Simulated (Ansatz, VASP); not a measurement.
Ni: VASP beside Ansatz

The input INCAR:

```
  PREC = Accurate
  ENCUT = 520
  EDIFF = 1E-7
  ISMEAR = 0
  SIGMA = 0.15
  LREAL = F
  LASPH = T
  NELM = 80
  ALGO = Fast
  ISIF = 2
  LWAVE = F
  LCHARG = F
  GGA = CA
  NBANDS = 17
```

The input KPOINTS:

```
regular mesh
0
Gamma
  20 20 12
```

File POSCAR:

```
Ni
1.0
   -1.3590661858      1.3590661858      1.3590661858
    1.3590661858     -1.3590661858      1.3590661858
    2.7181323716      2.7181323716      0.0000000000
Ni
2
Direct
   -0.0049219893     -0.0365035135      0.0000000000
    0.5049219893      0.5365035135      0.5000000000
```

Input for Ansatz:

```yaml
crystal:
  lattice:
    - [-1.3590661858, 1.3590661858, 1.3590661858]
    - [1.3590661858, -1.3590661858, 1.3590661858]
    - [2.7181323716, 2.7181323716, 0.0]
  atoms:
    - { symbol: Ni, position: [-0.0049219893, -0.0365035135, 0.0] }
    - { symbol: Ni, position: [0.5049219893, 0.5365035135, 0.5] }
basis:
  ecutwfc: 520.0
kpoints:
  mp_grid: { grid: [20, 20, 12] }
hamiltonian:
  xc: lda
  pseudopotentials: { kind: paw, azcp: { folder: soft_1 } }
scf:
  occupations: { method: gaussian, width: 0.15 }
output:
  forces: true
  stress: true
  eigenvalues: true
```

Change from the starting cell: mode 1 frozen in at -0.061 Å and mode 5 at -0.056 Å (largest displacements).

Alike in both runs: task single point; functional LDA; k mesh 20 × 20 × 12; occupations gaussian, width 0.15 eV; no spin polarisation.

```csv
,VASP,Ansatz
version,VASP 6.6.1,Ansatz 0.2.0
potentials or method,"VASP PAW LDA potentials, release 64 (Ni), cutoff 520 eV","scalar-relativistic, plane waves, PAW"
valence electrons in the cell,20,36
```

Ansatz gave:

```
gap on the k mesh at the Fermi level (eV)                     : none
pressure (GPa)                                                : 0.9
traceless stress, the component that is largest in VASP (GPa) : -1.21
rms of the force components (eV/Å)                            : 0.334
```

**Question.** Estimate VASP's values.

**Answer.** gap on the k mesh at the Fermi level (eV): none; pressure (GPa): 0.9; traceless stress, the component that is largest in VASP (GPa): -1.20; rms of the force components (eV/Å): 0.330.

Ansatz warns that its potentials were made for another functional, while VASP's fit it. LDA's correlation is that of Perdew and Zunger in VASP and of Perdew and Wang (1992) in Ansatz. Atom by atom the forces differ by 0.005 eV/Å (rms over components). A gap of «none» marks a metal or a gap that the smearing closes. VASP's potentials hold 20 valence electrons a cell and Ansatz's 36, so a difference there can come from the potentials and not from the codes.
